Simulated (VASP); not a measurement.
A run of VASP 6.6.1:

File INCAR:

```
ALGO = Fast
EDIFF = 1E-6
EDIFFG = -0.01
ENCUT = 600
GGA = PS
IBRION = 2
ISIF = 3
ISMEAR = 0
LASPH = True
LCHARG = False
LREAL = False
LWAVE = False
NELM = 100
NSW = 100
PREC = Accurate
SIGMA = 0.1
```

Contents of KPOINTS:

```
k-points
0
Gamma
  18 18 16
```

File POSCAR:

```
Ca
1.0
    3.7014823744      0.0000000000      0.0000000000
   -1.8507411872      3.2055777679      0.0000000000
    0.0000000000      0.0000000000      3.4422981094
Ca
1
Direct
    0.0000000000      0.0000000000      0.0000000000
```

Potentials or basis: VASP PAW PBE potentials, release 64 (Ca_sv).

The run is started by

```console
$ cat potpaw_PBE.64/Ca_sv/POTCAR > POTCAR
$ mpirun -np 1 vasp_std > vasp.out
```

Hardware: 1 thread of Oxide Virtual Turin-like Processor (shared host).

Q: Estimate the wall time of this run.

A: It took 2 min on 1 thread of Oxide Virtual Turin-like Processor (shared host), peak memory 0.26 GiB. Counts: scf iterations 14, k points 333, ion steps 1.
